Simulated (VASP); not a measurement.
Write the native input for VASP 6.6.1 that does the following.

```
Task                   : single point
Functional             : PBE
Potentials or basis    : VASP PAW PBE potentials, release 64 (Cd, Se)
Cutoff                 : 520 eV
k mesh                 : 8 × 8 × 8
Occupations            : gaussian, width 0.028 eV
Spin                   : no spin polarisation
Dipole correction      : no
Further INCAR settings : ALGO = Normal; EDIFF = 1e-06; NBANDS = 16
```

The structure of CdSe lies in POSCAR:

```
CdSe
1.0
    0.0000000000      3.0702711986      3.0702711986
    3.0702711986      0.0000000000      3.0702711986
    3.0702711986      3.0702711986      0.0000000000
Cd Se
1 1
Direct
    0.0000000000      0.0000000000      0.0000000000
    0.2500000000      0.2500000000      0.2500000000
```

The input as run:

INCAR

```
PREC     = Accurate       # precision mode
ENCUT    = 520            # plane-wave cutoff, eV
EDIFF    = 1E-6           # SCF threshold, eV
ISMEAR   = 0              # smearing method
SIGMA    = 0.028000000000000004 # smearing width, eV
LREAL    = False          # projectors in reciprocal space
LASPH    = True           # aspherical terms in the spheres
NELM     = 80             # most SCF steps
ALGO     = Normal         # electronic algorithm
ISIF     = 2              # what is computed and relaxed
LWAVE    = False          # write WAVECAR
LCHARG   = True           # write CHGCAR
GGA      = PE             # functional
LELF     = True           # ELF
LVHAR    = True         
NBANDS   = 16             # bands
```

KPOINTS

```
regular mesh
0
Gamma
  8 8 8
```

Potentials or basis: VASP PAW PBE potentials, release 64 (Cd, Se).

The run is started by

```bash
$ cat potpaw_PBE.64/Cd/POTCAR potpaw_PBE.64/Se/POTCAR > POTCAR
$ mpirun -np 1 vasp_std > vasp.out
```

Results of the run:

| Item | Value |
| --- | --- |
| Pressure | 1.6 GPa |
| Band gap on the k mesh | 0.55 eV, direct |

Wall time 24 s on 1 thread of Intel Xeon 6975P-C, with other jobs on the host, peak memory 0.19 GiB.
